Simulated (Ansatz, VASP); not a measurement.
# One calculation of BP, two programs

The input INCAR:

```
SYSTEM = BP
ALGO = Normal ; EDIFF = 1E-6
ENCUT = 500 ; GGA = PS
GGA_COMPAT = .FALSE. ; ISIF = 2
ISMEAR = 0 ; LASPH = .TRUE.
LCHARG = .FALSE. ; LREAL = .FALSE.
LWAVE = .FALSE. ; NBANDS = 11
NELM = 120 ; PREC = Accurate
SIGMA = 0.1
```

File KPOINTS:

```
k-points
0
G
  6 6 6
  0 0 0
```

Contents of POSCAR:

```
BP
1.0
    0.0000000000      2.5264037165      2.5264037165
    2.5264037165      0.0000000000      2.5264037165
    2.5264037165      2.5264037165      0.0000000000
B P
1 1
Direct
    0.0000000000      0.0000000000      0.0000000000
    0.7500000000      0.7500000000      0.7500000000
```

Input for Ansatz:

```yaml
crystal:
  lattice:
    - [0.0, 2.5264037165, 2.5264037165]
    - [2.5264037165, 0.0, 2.5264037165]
    - [2.5264037165, 2.5264037165, 0.0]
  atoms:
    - { symbol: B, position: [0.0, 0.0, 0.0] }
    - { symbol: P, position: [0.75, 0.75, 0.75] }
basis:
  ecutwfc: 420
kpoints:
  mp_grid: { grid: [6, 6, 6] }
hamiltonian:
  xc: pbesol
scf:
  occupations: { method: gaussian, width: 0.1 }
output:
  forces: true
  stress: true
  eigenvalues: true
```

Alike in both runs: task single point; functional PBEsol; k mesh 6 × 6 × 6; occupations gaussian, width 0.1 eV; no spin polarisation.

|  | VASP | Ansatz |
| --- | --- | --- |
| version | VASP 6.6.1 | Ansatz 0.2.0 |
| potentials or method | VASP PAW PBE potentials, release 64 (B, P), cutoff 500 eV | scalar-relativistic, plane waves, PAW |
| valence electrons in the cell | 8 | 8 |

```csv
,VASP,Ansatz,Ansatz less VASP
gap on the k mesh at the Fermi level (eV),1.55,1.55,+0.001
least direct gap on the mesh (eV),3.02,3.02,+0.001
pressure (GPa),-29.3,-29.3,-0.05
```

VASP's potentials were made for PBE, not for PBEsol. Both programs put the cell under strong tension, so it lies far from rest at this level.
